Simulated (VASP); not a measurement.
# Si (Fd-3m) in VASP: settings compared, part 2 of 2

VASP 6.6.1. The steps go on from the part before.

### Step 3. Electric field gradients, PBE

Contents of INCAR:

```
SYSTEM = Si
  PREC = Accurate
  ENCUT = 400
  EDIFF = 1E-8
  ISMEAR = 0
  SIGMA = 0.01
  LREAL = .False.
  LASPH = .True.
  NELM = 120
  ALGO = Normal
  ISIF = 2
  LWAVE = .False.
  LCHARG = .False.
  GGA = PE
  LEFG = .True.
  NBANDS = 11
  GGA_COMPAT = .False.
```

Contents of KPOINTS:

```
Automatic mesh
0
Gamma
  12 12 12
  0 0 0
```

Contents of POSCAR:

```
Si
1.0
    0.0000000000      2.7155000000      2.7155000000
    2.7155000000      0.0000000000      2.7155000000
    2.7155000000      2.7155000000      0.0000000000
Si
2
Direct
    0.0000000000      0.0000000000      0.0000000000
    0.2500000000      0.2500000000      0.2500000000
```

Potentials or basis: VASP PAW PBE potentials, release 64 (Si).

Run with:

```sh
$ cat potpaw_PBE.64/Si/POTCAR > POTCAR
$ mpirun -np 1 vasp_std > vasp.out
```

OUTCAR:

```text
SYSTEM = Si
   PREC = Accurate
   ENCUT = 400
   EDIFF = 1E-8
   ISMEAR = 0
   LREAL = .False.
   LASPH = .True.
   NELM = 120
   ISIF = 2
   GGA = PE

 ion  position               nearest neighbor table
   1  0.000  0.000  0.000-   2 2.35   2 2.35   2 2.35   2 2.35
   2  0.250  0.250  0.250-   1 2.35   1 2.35   1 2.35   1 2.35

  LATTYP: Found a face centered cubic cell.
 ALAT       =     5.4310000000

  Lattice vectors:

 A1 = (   0.0000000000,   2.7155000000,   2.7155000000)
 A2 = (   2.7155000000,   0.0000000000,   2.7155000000)
 A3 = (   2.7155000000,   2.7155000000,   0.0000000000)

Analysis of symmetry for initial positions (statically):
=====================================================================
 Subroutine PRICEL returns:
 Original cell was already a primitive cell.

 Routine SETGRP: Setting up the symmetry group for a
 face centered cubic supercell.

 Subroutine GETGRP returns: Found 48 space group operations
 (whereof 24 operations were pure point group operations)
 out of a pool of 48 trial point group operations.

The static configuration has the point symmetry T_d .
 The point group associated with its full space group is O_h .

Analysis of symmetry for dynamics (positions and initial velocities):
=====================================================================
 Subroutine PRICEL returns:
 Original cell was already a primitive cell.

 Routine SETGRP: Setting up the symmetry group for a
 face centered cubic supercell.

 Subroutine GETGRP returns: Found 48 space group operations
 (whereof 24 operations were pure point group operations)
 out of a pool of 48 trial point group operations.

The dynamic configuration has the point symmetry T_d .
 The point group associated with its full space group is O_h .

 Subroutine INISYM returns: Found 48 space group operations
 (whereof 24 operations are pure point group operations),
 and found     1 'primitive' translations

----------------------------------------------------------------------------------------

                                     Primitive cell

  volume of cell :      40.0479

  direct lattice vectors                    reciprocal lattice vectors
     0.000000000  2.715500000  2.715500000    -0.184128153  0.184128153  0.184128153
     2.715500000  0.000000000  2.715500000     0.184128153 -0.184128153  0.184128153
     2.715500000  2.715500000  0.000000000     0.184128153  0.184128153 -0.184128153

  length of vectors
     3.840296929  3.840296929  3.840296929     0.318919316  0.318919316  0.318919316

  position of ions in fractional coordinates (direct lattice)
     0.000000000  0.000000000  0.000000000
     0.250000000  0.250000000  0.250000000

  ion indices of the primitive-cell ions
   primitive index   ion index
                 1           1
                 2           2

----------------------------------------------------------------------------------------

 KPOINTS: Automatic mesh

Automatic generation of k-mesh.
 Grid dimensions read from file:
 generate k-points for:   12   12   12

 Generating k-lattice:

[... 74 lines left out ...]
   EMIN   =  10.00;   EMAX   =-10.00  energy-range for DOS
   EFERMI =   0.00;   METHOD = LEGACY
   ISMEAR =     0;   SIGMA  =   0.01  broadening in eV -4-tet -1-fermi 0-gaus
   EFERMI_NEDOS =   21; number of points for ismear=-14 and -15
   IALGO  =     38    algorithm
   IMIX   =      4    mixing-type and parameters
     AMIX     =   0.40;   BMIX     =  1.00
     AMIX_MAG =   1.60;   BMIX_MAG =  1.00
  volume/ion in A,a.u.               =      20.02       135.13
  Fermi-wavevector in a.u.,A,eV,Ry     =   0.956999  1.808467 12.460868  0.915848
  Thomas-Fermi vector in A             =   2.085978
   LORBIT       =      0    0 simple, 1 ext, 2 COOP (PROOUT), +10 PAW based schemes
   GGA     = PE    functional components
   LHFCALC =     F    Hartree Fock is set to
   AEXX    =    0.0000 exact exchange contribution
   IVDW    =     0    specifies the selected vdW correction
   LEPSILON=     F    determine dielectric tensor
   LRPA    =     F    only Hartree local field effects (RPA)
 non-spin polarized calculation
 Gauss-broadening in eV      SIGMA  =   0.01
  energy-cutoff  :      400.00
  volume of cell :       40.05
 maximum number of plane-waves:       745
 NGX is ok and might be reduce to    28
   NGX = 13   NGY = 13   NGZ = 13

 number of electron       8.0000001 magnetization

 Free energy of the ion-electron system (eV)
  ---------------------------------------------------
  ext. energy  EPLUGINS =         0.00000000
  ---------------------------------------------------
  free energy    TOTEN  =       -10.84456382 eV

  energy without entropy =      -10.84456382  energy(sigma->0) =      -10.84456382

 E-fermi :   5.8861     XC(G=0):  -9.4086

 val. band max:        5.8241278456   @ k =   0.0000   0.0000   0.0000
 cond. band min:       6.3978214969   @ k =   0.4167   0.4167   0.0000
 fundamental gap:      0.5736936514
 Fermi energy:         5.8860882993

 k-point     1 :       0.0000    0.0000    0.0000
  band No.  band energies     occupation
      1      -6.1322      2.00000
      2       5.8241      2.00000
      3       5.8241      2.00000
      4       5.8241      2.00000
      5       8.3901      0.00000
      6       8.3901      0.00000
      7       8.3901      0.00000
      8       9.1958      0.00000
      9      13.5463      0.00000
     10      13.5463      0.00000
     11      13.7836      0.00000
[... 309 lines left out ...]
 k-point    24 :      -0.4167    0.1667    0.0000
  band No.  band energies     occupation
      1      -3.5275      2.00000
      2      -0.9367      2.00000
      3       2.8367      2.00000
      4       4.2343      2.00000
      5       8.0130      0.00000
      6       9.8937      0.00000
      7      10.2209      0.00000
      8      13.8035      0.00000
      9      14.3834      0.00000
     10      14.6101      0.00000
     11      16.9941      0.00000

 [... further k-points ...]
[... 5 lines left out ...]
  --------------------------------------------------------------------------------------
  -------------------------------------------------------------------------------------
  Total        0.4794602      0.4794602      0.4794602      0.0000000     -0.0000000      0.0000000
  in kB       19.1815498     19.1815498     19.1815498      0.0000000     -0.0000000      0.0000000
  external PRESSURE =      19.1815498 kB  Pullay stress =       0.0000000 kB

 VOLUME and BASIS-vectors are now :
 -----------------------------------------------------------------------------
  energy-cutoff  :      400.00
  volume of cell :       40.05
      direct lattice vectors                 reciprocal lattice vectors
     0.000000000  2.715500000  2.715500000    -0.184128153  0.184128153  0.184128153
     2.715500000  0.000000000  2.715500000     0.184128153 -0.184128153  0.184128153
     2.715500000  2.715500000  0.000000000     0.184128153  0.184128153 -0.184128153

 POSITION                                       TOTAL-FORCE (eV/Angst)
 -----------------------------------------------------------------------------------
      0.00000      0.00000      0.00000         0.000000      0.000000      0.000000
      1.35775      1.35775      1.35775        -0.000000     -0.000000     -0.000000
 -----------------------------------------------------------------------------------
    total drift:                                0.000000      0.000000     -0.000000

  FREE ENERGIE OF THE ION-ELECTRON SYSTEM (eV)
  ---------------------------------------------------
  free  energy   TOTEN  =       -10.8445638169 eV

  energy  without entropy=      -10.8445638169  energy(sigma->0) =      -10.84456382

 Electric field gradients (V/A^2)
---------------------------------------------------------------------
 ion       V_xx      V_yy      V_zz      V_xy      V_xz      V_yz
---------------------------------------------------------------------
   1       0.000     0.000    -0.000    -0.000    -0.000    -0.000
   2       0.000     0.000    -0.000    -0.000    -0.000    -0.000
---------------------------------------------------------------------

 Electric field gradients after diagonalization (V/A^2)
 (convention: |V_zz| > |V_xx| > |V_yy|)
----------------------------------------------------------------------
 ion       V_xx      V_yy      V_zz     asymmetry (V_yy - V_xx)/ V_zz
----------------------------------------------------------------------
   1       0.000     0.000    -0.000       0.000
   2       0.000     0.000    -0.000       0.000
----------------------------------------------------------------------

           NMR quadrupolar parameters

 Cq : quadrupolar parameter    Cq=e*Q*V_zz/h
 eta: asymmetry parameters     (V_yy - V_xx)/ V_zz
 Q  : nuclear electric quadrupole moment in mb (millibarn)
----------------------------------------------------------------------
 ion       Cq(MHz)       eta       Q (mb)
----------------------------------------------------------------------
   1      -0.000       0.000       1.000
   2      -0.000       0.000       1.000
----------------------------------------------------------------------
```

OSZICAR:

```text
N       E                     dE             d eps       ncg     rms          rms(c)
DAV:   1     0.423325794602E+01    0.42333E+01   -0.27239E+03  1584   0.451E+02
DAV:   2    -0.105440185674E+02   -0.14777E+02   -0.14012E+02  2123   0.758E+01
DAV:   3    -0.110211703962E+02   -0.47715E+00   -0.47611E+00  2060   0.114E+01
DAV:   4    -0.110244552278E+02   -0.32848E-02   -0.32844E-02  1885   0.120E+00
DAV:   5    -0.110244873345E+02   -0.32107E-04   -0.32106E-04  2013   0.107E-01    0.487E+00
DAV:   6    -0.108999214553E+02    0.12457E+00   -0.70999E-02  1782   0.109E+00    0.297E+00
DAV:   7    -0.108430873854E+02    0.56834E-01   -0.13678E-01  1829   0.162E+00    0.184E-01
DAV:   8    -0.108443348003E+02   -0.12474E-02   -0.60031E-03  1799   0.415E-01    0.810E-02
DAV:   9    -0.108445378231E+02   -0.20302E-03   -0.19192E-04  2016   0.838E-02    0.599E-02
DAV:  10    -0.108445631010E+02   -0.25278E-04   -0.21963E-05  1883   0.267E-02    0.592E-03
DAV:  11    -0.108445636269E+02   -0.52582E-06   -0.20314E-06  1938   0.735E-03    0.330E-03
DAV:  12    -0.108445637632E+02   -0.13632E-06   -0.44776E-07  1806   0.417E-03    0.223E-03
DAV:  13    -0.108445638102E+02   -0.47024E-07   -0.50814E-09  1936   0.464E-04    0.236E-04
DAV:  14    -0.108445638169E+02   -0.66660E-08   -0.46018E-10  1035   0.143E-04
   1 F= -.10844564E+02 E0= -.10844564E+02  d E =-.207972E-21
```

It took 40 s on 1 thread of AMD EPYC 7R43 (Zen 3), shared host; peak memory 0.11 GiB.

Results:

```
Free energy                             : -10.8446 eV
Pressure                                : 1.9 GPa
Band gap on the k mesh                  : 0.57 eV (least direct gap 2.57 eV)
Largest electric field gradient by atom : zero within the noise of the run
```

### Step 4. Electric field gradients, r2SCAN

POSCAR is that of step 3.

Contents of INCAR.step1:

```
SYSTEM = Si
ALGO = Normal
EDIFF = 1E-5
ENCUT = 440
GGA = PE
GGA_COMPAT = .FALSE.
ISMEAR = 0
LASPH = .TRUE.
LCHARG = .FALSE.
LREAL = .FALSE.
LWAVE = .TRUE.
NBANDS = 11
NELM = 120
PREC = Accurate
SIGMA = 0.01
```

Contents of INCAR.step2:

```
SYSTEM = Si
ALGO = Normal
EDIFF = 1E-8
ENCUT = 440
GGA_COMPAT = .FALSE.
ISIF = 2
ISMEAR = 0
ISTART = 1
LASPH = .TRUE.
LCHARG = .FALSE.
LEFG = .TRUE.
LMIXTAU = .TRUE.
LREAL = .FALSE.
LWAVE = .FALSE.
METAGGA = R2SCAN
NBANDS = 11
NELM = 120
PREC = Accurate
SIGMA = 0.01
```

Contents of KPOINTS:

```
k-points
0
G
  12 12 12
  0 0 0
```

Potentials or basis: VASP PAW PBE potentials, release 64 (Si).

Run with:

```sh
$ cat potpaw_PBE.64/Si/POTCAR > POTCAR
$ cp INCAR.step1 INCAR
$ mpirun -np 1 vasp_std > vasp.out
$ cp INCAR.step2 INCAR
$ mpirun -np 1 vasp_std > vasp.out
```

OUTCAR:

```text
SYSTEM = Si
   EDIFF = 1E-8
   ENCUT = 440
   ISIF = 2
   ISMEAR = 0
   ISTART = 1
   LASPH = .TRUE.
   LREAL = .FALSE.
   METAGGA = R2SCAN
   NELM = 120
   PREC = Accurate

 ion  position               nearest neighbor table
   1  0.000  0.000  0.000-   2 2.35   2 2.35   2 2.35   2 2.35
   2  0.250  0.250  0.250-   1 2.35   1 2.35   1 2.35   1 2.35

  LATTYP: Found a face centered cubic cell.
 ALAT       =     5.4310000000

  Lattice vectors:

 A1 = (   0.0000000000,   2.7155000000,   2.7155000000)
 A2 = (   2.7155000000,   0.0000000000,   2.7155000000)
 A3 = (   2.7155000000,   2.7155000000,   0.0000000000)

Analysis of symmetry for initial positions (statically):
=====================================================================
[... 531 lines left out ...]
 -----------------------------------------------------------------------------
  energy-cutoff  :      440.00
  volume of cell :       40.05
      direct lattice vectors                 reciprocal lattice vectors
     0.000000000  2.715500000  2.715500000    -0.184128153  0.184128153  0.184128153
     2.715500000  0.000000000  2.715500000     0.184128153 -0.184128153  0.184128153
     2.715500000  2.715500000  0.000000000     0.184128153  0.184128153 -0.184128153

 POSITION                                       TOTAL-FORCE (eV/Angst)
 -----------------------------------------------------------------------------------
      0.00000      0.00000      0.00000        -0.000000     -0.000000     -0.000000
      1.35775      1.35775      1.35775         0.000000      0.000000      0.000000
 -----------------------------------------------------------------------------------
    total drift:                                0.000000      0.000000     -0.000000

  FREE ENERGIE OF THE ION-ELECTRON SYSTEM (eV)
  ---------------------------------------------------
  free  energy   TOTEN  =       -17.5507388016 eV

  energy  without entropy=      -17.5507388016  energy(sigma->0) =      -17.55073880

 Electric field gradients (V/A^2)
---------------------------------------------------------------------
 ion       V_xx      V_yy      V_zz      V_xy      V_xz      V_yz
---------------------------------------------------------------------
   1      -0.000    -0.000     0.000    -0.000    -0.000    -0.000
   2      -0.000    -0.000     0.000    -0.000    -0.000    -0.000
---------------------------------------------------------------------

 Electric field gradients after diagonalization (V/A^2)
 (convention: |V_zz| > |V_xx| > |V_yy|)
----------------------------------------------------------------------
 ion       V_xx      V_yy      V_zz     asymmetry (V_yy - V_xx)/ V_zz
----------------------------------------------------------------------
   1       0.000     0.000    -0.000       0.000
   2       0.000     0.000    -0.000       0.000
----------------------------------------------------------------------

           NMR quadrupolar parameters

 Cq : quadrupolar parameter    Cq=e*Q*V_zz/h
 eta: asymmetry parameters     (V_yy - V_xx)/ V_zz
 Q  : nuclear electric quadrupole moment in mb (millibarn)
----------------------------------------------------------------------
 ion       Cq(MHz)       eta       Q (mb)
----------------------------------------------------------------------
   1      -0.000       0.000       1.000
   2      -0.000       0.000       1.000
----------------------------------------------------------------------
```

OSZICAR.step1:

```text
N       E                     dE             d eps       ncg     rms          rms(c)
DAV:   1     0.423945028124E+01    0.42395E+01   -0.28656E+03  1584   0.487E+02
DAV:   2    -0.105572128854E+02   -0.14797E+02   -0.14282E+02  2106   0.774E+01
DAV:   3    -0.110214676124E+02   -0.46425E+00   -0.46282E+00  2064   0.115E+01
DAV:   4    -0.110247350570E+02   -0.32674E-02   -0.32671E-02  1842   0.121E+00
DAV:   5    -0.110247684240E+02   -0.33367E-04   -0.33367E-04  2032   0.114E-01    0.487E+00
DAV:   6    -0.109001763863E+02    0.12459E+00   -0.71082E-02  1784   0.109E+00    0.297E+00
DAV:   7    -0.108433415127E+02    0.56835E-01   -0.13679E-01  1802   0.163E+00    0.184E-01
DAV:   8    -0.108445900360E+02   -0.12485E-02   -0.60038E-03  1793   0.416E-01    0.810E-02
DAV:   9    -0.108447939089E+02   -0.20387E-03   -0.19357E-04  1988   0.847E-02    0.598E-02
DAV:  10    -0.108448190810E+02   -0.25172E-04   -0.21747E-05  1874   0.267E-02    0.578E-03
DAV:  11    -0.108448196285E+02   -0.54750E-06   -0.19776E-06  1155   0.741E-03
   1 F= -.10844820E+02 E0= -.10844820E+02  d E =-.420763E-21
```

Run time: 3.4 min. Hardware: 1 thread of AMD EPYC 7R43 (Zen 3), shared host; peak memory 0.13 GiB.

Results:

```yaml
Free_energy: -17.5507 eV
Pressure: 0.5 GPa
Band_gap_on_the_k_mesh: 0.77 eV (least direct gap 2.76 eV)
Largest_electric_field_gradient_by_atom: zero within the noise of the run
```

Caveat: the PAW data sets were made with another functional, which shifts forces and pressure a little. A k mesh can miss the band edges.

### Step 5. The runs side by side

| level | potentials or basis | cutoff (eV) | gap on the mesh (eV) | pressure (GPa) |
| --- | --- | --- | --- | --- |
| LDA | VASP PAW LDA potentials, release 64 (Si) | 400 | 0.47 | -1.5 |
| PBE | VASP PAW PBE potentials, release 64 (Si) | 400 | 0.57 | 1.9 |
| r2SCAN | VASP PAW PBE potentials, release 64 (Si) | 440 | 0.77 | 0.5 |

Alike in all rows: task electric field gradients; no spin polarisation; cell as given; k mesh 12 × 12 × 12; smearing gaussian 0.01 eV.

Caveats: the PAW data sets were made with another functional, which shifts forces and pressure a little (at least some runs).

Absolute energies hang on the potentials; compare differences alone.
